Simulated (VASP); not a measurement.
# HgTe (I-4m2) in VASP: further runs

Runs on HgTe. Level: r2SCAN. Tasks: single point.

Everything below comes from runs of VASP 6.6.1. Logs are shortened: lines on timing, memory, paths and dates and some standing lists are left out, and cuts for length are marked.

## Step 1: The cell of the first run

It takes space group I-4m2 (No. 119, tetragonal). Conventional cell: a = 5.967 Å, b = 5.967 Å, c = 3.055 Å, α = 90.00°, β = 90.00°, γ = 90.00°. Hg (site symmetry -4m2) has 2 Hg at 3.06 Å and 8 Te at 3.08 to 3.76 Å within 4.0 Å. Te (site symmetry -4m2) has 2 Te at 3.06 Å and 8 Hg at 3.08 to 3.76 Å within 4.0 Å.

## Step 2: Single point, r2SCAN

File POSCAR:

```
HgTe
1.0
   -2.9834303915      2.9834303915      1.5275763738
    2.9834303915     -2.9834303915      1.5275763738
    2.9834303915      2.9834303915     -1.5275763738
Hg Te
1 1
Direct
    0.7500000000      0.2500000000      0.5000000000
    0.0000000000      0.0000000000      0.0000000000
```

File INCAR.step1:

```
SYSTEM = HgTe
ALGO = Normal
EDIFF = 1E-4
ENCUT = 520
GGA = PE
ISMEAR = -1
LASPH = .True.
LCHARG = .False.
LREAL = .False.
LWAVE = .True.
NBANDS = 16
NELM = 80
PREC = Accurate
SIGMA = 0.05
```

File INCAR.step2:

```
SYSTEM = HgTe
ALGO = Normal
EDIFF = 1E-6
ENCUT = 520
ISIF = 2
ISMEAR = -1
ISTART = 1
LASPH = .True.
LCHARG = .False.
LMIXTAU = .True.
LREAL = .False.
LWAVE = .False.
METAGGA = R2SCAN
NBANDS = 16
NELM = 80
PREC = Accurate
SIGMA = 0.05
```

File KPOINTS:

```
k-points
0
Gamma
  10 10 10
  0 0 0
```

Potentials or basis: VASP PAW PBE potentials, release 64 (Hg, Te).

On the command line:

```bash
$ cat potpaw_PBE.64/Hg/POTCAR potpaw_PBE.64/Te/POTCAR > POTCAR
$ cp INCAR.step1 INCAR
$ mpirun -np 1 vasp_std > vasp.out
$ cp INCAR.step2 INCAR
$ mpirun -np 1 vasp_std > vasp.out
```

OUTCAR:

```text
SYSTEM = HgTe
   EDIFF = 1E-6
   ENCUT = 520
   ISIF = 2
   ISMEAR = -1
   ISTART = 1
   LASPH = .True.
   LREAL = .False.
   METAGGA = R2SCAN
   NELM = 80
   PREC = Accurate

 ion  position               nearest neighbor table
   1  0.750  0.250  0.500-   2 3.08   2 3.08   2 3.08   2 3.08   2 3.76   2 3.76   2 3.76   2 3.76

   2  0.000  0.000  0.000-   1 3.08   1 3.08   1 3.08   1 3.08   1 3.76   1 3.76   1 3.76   1 3.76

  LATTYP: Found a body centered tetragonal cell.
 ALAT       =     5.9668607830
 C/A-ratio  =     0.5120201156

  Lattice vectors:

 A1 = (  -2.9834303915,   2.9834303915,   1.5275763738)
 A2 = (   2.9834303915,  -2.9834303915,   1.5275763738)
 A3 = (   2.9834303915,   2.9834303915,  -1.5275763738)

Analysis of symmetry for initial positions (statically):
=====================================================================
 Subroutine PRICEL returns:
 Original cell was already a primitive cell.

 Routine SETGRP: Setting up the symmetry group for a
 body centered tetragonal supercell.

 Subroutine GETGRP returns: Found  8 space group operations
 (whereof  8 operations were pure point group operations)
 out of a pool of 16 trial point group operations.

The static configuration has the point symmetry D_2d.

Analysis of symmetry for dynamics (positions and initial velocities):
=====================================================================
 Subroutine PRICEL returns:
 Original cell was already a primitive cell.

 Routine SETGRP: Setting up the symmetry group for a
 body centered tetragonal supercell.

 Subroutine GETGRP returns: Found  8 space group operations
 (whereof  8 operations were pure point group operations)
 out of a pool of 16 trial point group operations.

The dynamic configuration has the point symmetry D_2d.

 Subroutine INISYM returns: Found  8 space group operations
 (whereof  8 operations are pure point group operations),
 and found     1 'primitive' translations

----------------------------------------------------------------------------------------

                                     Primitive cell

  volume of cell :      54.3870

  direct lattice vectors                    reciprocal lattice vectors
    -2.983430391  2.983430391  1.527576374     0.000000000  0.167592313  0.327315877
     2.983430391 -2.983430391  1.527576374     0.167592313  0.000000000  0.327315877
     2.983430391  2.983430391 -1.527576374     0.167592313  0.167592313  0.000000000

  length of vectors
     4.487226691  4.487226691  4.487226691     0.367726619  0.367726619  0.237011322

  position of ions in fractional coordinates (direct lattice)
     0.750000000  0.250000000  0.500000000
     0.000000000  0.000000000  0.000000000

  ion indices of the primitive-cell ions
   primitive index   ion index
                 1           1
                 2           2

----------------------------------------------------------------------------------------

 KPOINTS: k-points

Automatic generation of k-mesh.
 Grid dimensions read from file:
 generate k-points for:   10   10   10

 Generating k-lattice:

  Cartesian coordinates                     Fractional coordinates (reciprocal lattice)
     0.000000000  0.016759231  0.032731588     0.100000000 -0.000000000  0.000000000
     0.016759231  0.000000000  0.032731588    -0.000000000  0.100000000  0.000000000
     0.016759231  0.016759231  0.000000000     0.000000000  0.000000000  0.100000000

  Length of vectors
     0.036772662  0.036772662  0.023701132

  Shift w.r.t. Gamma in fractional coordinates (k-lattice)
     0.000000000  0.000000000  0.000000000

 Subroutine IBZKPT returns following result:
 ===========================================

 Found    102 irreducible k-points:

 Following reciprocal coordinates:
            Coordinates               Weight
  0.000000  0.000000  0.000000      1.000000
  0.100000 -0.000000  0.000000      8.000000
  0.200000 -0.000000  0.000000      8.000000
  0.300000  0.000000 -0.000000      8.000000
  0.400000  0.000000  0.000000      8.000000
  0.500000 -0.000000  0.000000      4.000000
[... 16 lines left out ...]
  0.300000  0.300000 -0.000000      8.000000
  0.400000  0.300000  0.000000     16.000000
 [... further k-points ...]
   k-points           NKPTS =    102   k-points in BZ     NKDIM =    102   number of bands    NBANDS=     16
   number of dos      NEDOS =    301   number of ions     NIONS =      2
   total plane-waves  NPLWV =  46656
   dimension x,y,z NGX =    36 NGY =   36 NGZ =   36
   dimension x,y,z NGXF=    72 NGYF=   72 NGZF=   72
   ions per type =               1   1
   NGX,Y,Z   is equivalent  to a cutoff of  13.34, 13.34, 13.34 a.u.
   NGXF,Y,Z  is equivalent  to a cutoff of  26.68, 26.68, 26.68 a.u.
 SYSTEM =  HgTe
   PREC   = accura    normal or accurate (medium, high low for compatibility)
   ISTART =      1    job   : 0-new  1-cont  2-samecut
   ICHARG =      0    charge: 1-file 2-atom 10-const
   ISPIN  =      1    spin polarized calculation?
   LNONCOLLINEAR =      F non collinear calculations
   LSORBIT =      F    spin-orbit coupling
   LASPH  =      T    aspherical Exc in radial PAW
   ENCUT  =  520.0 eV  38.22 Ry    6.18 a.u.   8.34  8.34  8.34*2*pi/ulx,y,z
   NELM   =     80;   NELMIN=  2; NELMDL=  0     # of ELM steps
   EDIFF  = 0.1E-05   stopping-criterion for ELM
   LREAL  =      F    real-space projection
   EDIFFG = 0.1E-04   stopping-criterion for IOM
   NSW    =      0    number of steps for IOM
   IBRION =     -1    ionic relax: 0-MD 1-quasi-New 2-CG
   NFREE  =      0    steps in history (QN), initial steepest desc. (CG)
   ISIF   =      2    stress and relaxation
   ISYM   =      2    0-nonsym 1-usesym 2-fastsym
   POTIM  = 0.5000    time-step for ionic-motion
   TEBEG  =    0.0;   TEEND  =   0.0 temperature during run
   PSTRESS=    0.0 pullay stress
   NELECT =      18.0000    total number of electrons
   NUPDOWN=      -1.0000    fix difference up-down
   EMIN   =  10.00;   EMAX   =-10.00  energy-range for DOS
   EFERMI =   0.00;   METHOD = LEGACY
   ISMEAR =    -1;   SIGMA  =   0.05  broadening in eV -4-tet -1-fermi 0-gaus
   EFERMI_NEDOS =   21; number of points for ismear=-14 and -15
   IALGO  =     38    algorithm
   IMIX   =      4    mixing-type and parameters
     AMIX     =   0.40;   BMIX     =  1.00
     AMIX_MAG =   1.60;   BMIX_MAG =  1.00
  volume/ion in A,a.u.               =      27.19       183.51
  Fermi-wavevector in a.u.,A,eV,Ry     =   1.132402  2.139930 17.447227  1.282335
  Thomas-Fermi vector in A             =   2.269103
   LORBIT       =      0    0 simple, 1 ext, 2 COOP (PROOUT), +10 PAW based schemes
   METAGGA = R2SCAN    functional components
   LHFCALC =     F    Hartree Fock is set to
   AEXX    =    0.0000 exact exchange contribution
   IVDW    =     0    specifies the selected vdW correction
   LEPSILON=     F    determine dielectric tensor
   LRPA    =     F    only Hartree local field effects (RPA)
 non-spin polarized calculation
  energy-cutoff  :      520.00
  volume of cell :       54.39
 maximum number of plane-waves:      1489
 NGX is ok and might be reduce to    36
   NGX = 17   NGY = 17   NGZ = 17

 number of electron      17.9999998 magnetization

 Free energy of the ion-electron system (eV)
  ---------------------------------------------------
  ext. energy  EPLUGINS =         0.00000000
  ---------------------------------------------------
  free energy    TOTEN  =       -74.70040711 eV

  energy without entropy =      -74.69051582  energy(sigma->0) =      -74.69546146

 E-fermi :   5.0356     XC(G=0): -10.6695

 val. band max:        5.0170345176   @ k =  -0.4000   0.5000   0.1000
 cond. band min:       5.0508322443   @ k =  -0.3000   0.2000   0.0000
 fundamental gap:      0.0337977268
 Fermi energy:         5.0355783064

 k-point     1 :       0.0000    0.0000    0.0000
  band No.  band energies     occupation
      1      -8.3769      2.00000
      2      -3.1393      2.00000
      3      -2.3236      2.00000
      4      -2.2406      2.00000
      5      -1.7584      2.00000
      6      -1.7584      2.00000
[... 8 lines left out ...]
     15      15.7212      0.00000
     16      17.4176      0.00000

 k-point     2 :       0.1000   -0.0000    0.0000
  band No.  band energies     occupation
      1      -8.1952      2.00000
      2      -2.9703      2.00000
      3      -2.3005      2.00000
      4      -2.2571      2.00000
      5      -1.8545      2.00000
      6      -1.8513      2.00000
[... 8 lines left out ...]
     15      16.0209      0.00000
     16      16.1525      0.00000

 k-point     3 :       0.2000   -0.0000    0.0000
  band No.  band energies     occupation
      1      -7.6666      2.00000
      2      -2.5219      2.00000
      3      -2.2979      2.00000
      4      -2.2574      2.00000
      5      -2.0685      2.00000
      6      -2.0553      2.00000
[... 8 lines left out ...]
     15      14.9253      0.00000
     16      15.0743      0.00000

 k-point     4 :       0.3000    0.0000   -0.0000
  band No.  band energies     occupation
      1      -6.8551      2.00000
      2      -2.4057      2.00000
      3      -2.3824      2.00000
      4      -2.2277      2.00000
      5      -2.0987      2.00000
      6      -1.9620      2.00000
[... 8 lines left out ...]
     15      13.8247      0.00000
     16      15.9901      0.00000

 k-point     5 :       0.4000    0.0000    0.0000
  band No.  band energies     occupation
      1      -5.9479      2.00000
      2      -2.5980      2.00000
      3      -2.4650      2.00000
      4      -2.2592      2.00000
      5      -2.0294      2.00000
      6      -1.6713      2.00000
[... 8 lines left out ...]
     15      13.8207      0.00000
     16      17.3665      0.00000

 k-point     6 :       0.5000   -0.0000    0.0000
  band No.  band energies     occupation
      1      -5.4728      2.00000
      2      -2.6705      2.00000
      3      -2.4960      2.00000
      4      -2.1892      2.00000
      5      -1.9997      2.00000
      6      -1.7554      2.00000
[... 8 lines left out ...]
     15      15.5296      0.00000
     16      16.0637      0.00000

 k-point     7 :       0.1000    0.1000    0.0000
  band No.  band energies     occupation
      1      -7.7118      2.00000
      2      -2.5172      2.00000
      3      -2.2690      2.00000
      4      -2.2480      2.00000
      5      -2.0847      2.00000
      6      -2.0652      2.00000
[... 8 lines left out ...]
     15      14.5070      0.00000
     16      14.6455      0.00000

 k-point     8 :       0.2000    0.1000    0.0000
  band No.  band energies     occupation
      1      -6.9289      2.00000
      2      -2.4074      2.00000
      3      -2.3682      2.00000
      4      -2.2267      2.00000
      5      -2.1213      2.00000
      6      -1.9431      2.00000
[... 8 lines left out ...]
     15      13.7750      0.00000
     16      14.9120      0.00000

 k-point     9 :       0.3000    0.1000   -0.0000
  band No.  band energies     occupation
      1      -6.0151      2.00000
      2      -2.6046      2.00000
      3      -2.5115      2.00000
      4      -2.2561      2.00000
      5      -2.0466      2.00000
      6      -1.5806      2.00000
[... 8 lines left out ...]
     15      13.6997      0.00000
     16      16.2211      0.00000
[... 172 lines left out ...]
 k-point    19 :       0.5000    0.2000    0.0000
  band No.  band energies     occupation
      1      -6.5902      2.00000
      2      -2.4508      2.00000
      3      -2.3868      2.00000
      4      -2.1987      2.00000
      5      -2.0427      2.00000
      6      -2.0201      2.00000
[... 8 lines left out ...]
     15      15.4887      0.00000
     16      15.7542      0.00000

 k-point    20 :      -0.4000    0.2000   -0.0000
  band No.  band energies     occupation
      1      -7.3729      2.00000
      2      -2.5571      2.00000
      3      -2.4364      2.00000
      4      -2.2930      2.00000
      5      -2.0495      2.00000
      6      -1.9714      2.00000
[... 8 lines left out ...]
     15      15.0861      0.00000
     16      17.0585      0.00000

 k-point    21 :      -0.3000    0.2000    0.0000
  band No.  band energies     occupation
      1      -7.9329      2.00000
      2      -2.9824      2.00000
      3      -2.4503      2.00000
      4      -2.3257      2.00000
      5      -1.8483      2.00000
      6      -1.8075      2.00000
[... 8 lines left out ...]
     15      16.2759      0.00000
     16      16.9537      0.00000

 k-point    22 :      -0.2000    0.2000    0.0000
  band No.  band energies     occupation
      1      -8.1875      2.00000
      2      -3.1491      2.00000
      3      -2.3930      2.00000
      4      -2.3320      2.00000
      5      -1.7614      2.00000
      6      -1.7315      2.00000
[... 8 lines left out ...]
     15      17.2057      0.00000
     16      18.1294      0.00000

 k-point    23 :       0.3000    0.3000   -0.0000
  band No.  band energies     occupation
      1      -5.7558      2.00000
      2      -2.6563      2.00000
      3      -2.4818      2.00000
      4      -2.0410      2.00000
      5      -2.0144      2.00000
      6      -1.7998      2.00000
[... 8 lines left out ...]
     15      15.0258      0.00000
     16      15.9836      0.00000

 k-point    24 :       0.4000    0.3000    0.0000
  band No.  band energies     occupation
      1      -6.4982      2.00000
      2      -2.4770      2.00000
      3      -2.3968      2.00000
      4      -2.1494      2.00000
      5      -2.0470      2.00000
      6      -2.0262      2.00000
[... 8 lines left out ...]
     15      15.6937      0.00000
     16      16.8487      0.00000

 [... further k-points ...]
[... 5 lines left out ...]
  --------------------------------------------------------------------------------------
  -------------------------------------------------------------------------------------
  Total        0.0414460      0.0414460      2.0597947      0.0000000      0.0000000      0.0000000
  in kB        1.2209530      1.2209530     60.6791894      0.0000000      0.0000000      0.0000000
  external PRESSURE =      21.0403651 kB  Pullay stress =       0.0000000 kB

 VOLUME and BASIS-vectors are now :
 -----------------------------------------------------------------------------
  energy-cutoff  :      520.00
  volume of cell :       54.39
      direct lattice vectors                 reciprocal lattice vectors
    -2.983430391  2.983430391  1.527576374     0.000000000  0.167592313  0.327315877
     2.983430391 -2.983430391  1.527576374     0.167592313  0.000000000  0.327315877
     2.983430391  2.983430391 -1.527576374     0.167592313  0.167592313  0.000000000

 POSITION                                       TOTAL-FORCE (eV/Angst)
 -----------------------------------------------------------------------------------
      0.00000      2.98343      0.76379        -0.000000      0.000000      0.000000
      0.00000      0.00000      0.00000         0.000000     -0.000000     -0.000000
 -----------------------------------------------------------------------------------
    total drift:                               -0.000000      0.000000     -0.000000

  FREE ENERGIE OF THE ION-ELECTRON SYSTEM (eV)
  ---------------------------------------------------
  free  energy   TOTEN  =       -74.7004071078 eV

  energy  without entropy=      -74.6905158202  energy(sigma->0) =      -74.69546146
```

Wall time 4.9 min (1 thread of Intel Xeon 6975P-C, shared host); peak memory 0.28 GiB.

What came out:

| Property | Result |
| --- | --- |
| Free energy | -74.7004 eV |
| Pressure | 2.1 GPa |
| Band gap on the k mesh | zero (band 9 reaches 6.76 eV, above the bottom of band 10 at 2.91 eV) |

Levels at points of the mesh, in eV from the Fermi level:
| k point | band 5 | band 6 | band 7 | band 8 | band 9 | band 10 | band 11 | band 12 | band 13 | band 14 |
| --- | --- | --- | --- | --- | --- | --- | --- | --- | --- | --- |
| (0.00, 0.00, 0.00) | -6.79 | -6.79 | -3.48 | -2.86 | -2.86 | 4.00 | 4.85 | 7.49 | 7.49 | 9.73 |
| (0.50, 0.00, 0.00) | -7.04 | -6.79 | -5.08 | -2.19 | -1.35 | -0.12 | 3.54 | 4.00 | 6.33 | 8.70 |
| (0.50, 0.50, 0.00) | -6.76 | -6.73 | -6.67 | -1.06 | 1.73 | 2.19 | 3.05 | 3.80 | 9.42 | 11.14 |
| (0.50, 0.50, 0.50) | -6.76 | -6.63 | -4.92 | -4.92 | -4.77 | 3.59 | 7.78 | 8.97 | 8.97 | 12.44 |

Caveat: the PAW data sets were made with another functional, which shifts forces and pressure a little; spin-orbit coupling is left out, which moves the levels of the heavy elements.

## Step 3: Single point, r2SCAN

This run uses another cell than the first one, of 27.77 Å³/atom, 1.021 times its volume.

File POSCAR:

```
HgTe
1.0
   -3.0044411569      3.0044411569      1.5383343083
    3.0044411569     -3.0044411569      1.5383343083
    3.0044411569      3.0044411569     -1.5383343083
Hg Te
1 1
Direct
    0.7500000000      0.2500000000      0.5000000000
    0.0000000000      0.0000000000      0.0000000000
```

File INCAR.step1:

```
SYSTEM = HgTe
PREC = Accurate
ENCUT = 520
ISMEAR = -1
SIGMA = 0.05
LREAL = .False.
LASPH = .True.
NELM = 100
NBANDS = 16
GGA = PE
ALGO = Normal
EDIFF = 1E-4
LWAVE = .True.
LCHARG = .False.
```

File INCAR.step2:

```
SYSTEM = HgTe
PREC = Accurate
ENCUT = 520
EDIFF = 1E-6
ISMEAR = -1
SIGMA = 0.05
LREAL = .False.
LASPH = .True.
NELM = 100
ALGO = Normal
ISIF = 2
LWAVE = .False.
LCHARG = .True.
METAGGA = R2SCAN
LMIXTAU = .True.
LELF = .True.
LVHAR = .True.
NBANDS = 16
ISTART = 1
```

File KPOINTS:

```
regular mesh
0
Gamma
  10 10 10
  0 0 0
```

Potentials or basis: VASP PAW PBE potentials, release 64 (Hg, Te).

On the command line:

```bash
$ cat potpaw_PBE.64/Hg/POTCAR potpaw_PBE.64/Te/POTCAR > POTCAR
$ cp INCAR.step1 INCAR
$ mpirun -np 1 vasp_std > vasp.out
$ cp INCAR.step2 INCAR
$ mpirun -np 1 vasp_std > vasp.out
```

Wall time 5.1 min (1 thread of Intel Xeon 6975P-C, shared host); peak memory 0.28 GiB.

Results (log left out):

```yaml
Free_energy: -74.7116 eV
Pressure: 0.9 GPa
Band_gap_on_the_k_mesh: zero (band 9 reaches 6.45 eV, above the bottom of band 10 at 2.72 eV)
```

Stress tensor (GPa, compression positive):
```
-0.89  0.00  0.00
 0.00 -0.89  0.00
 0.00  0.00  4.62
```

Levels at points of the mesh, in eV from the Fermi level:
| k point | band 5 | band 6 | band 7 | band 8 | band 9 | band 10 | band 11 | band 12 | band 13 | band 14 |
| --- | --- | --- | --- | --- | --- | --- | --- | --- | --- | --- |
| (0.00, 0.00, 0.00) | -6.73 | -6.73 | -3.46 | -2.76 | -2.76 | 3.90 | 4.89 | 7.44 | 7.44 | 9.68 |
| (0.50, 0.00, 0.00) | -6.96 | -6.70 | -4.98 | -2.15 | -1.30 | -0.08 | 3.50 | 4.05 | 6.30 | 8.66 |
| (0.50, 0.50, 0.00) | -6.70 | -6.67 | -6.57 | -1.05 | 1.67 | 2.24 | 3.06 | 3.75 | 9.37 | 11.09 |
| (0.50, 0.50, 0.50) | -6.70 | -6.58 | -4.76 | -4.76 | -4.67 | 3.51 | 7.77 | 8.84 | 8.84 | 12.39 |

Caveat: the PAW data sets were made with another functional, which shifts forces and pressure a little; spin-orbit coupling is left out, which moves the levels of the heavy elements.
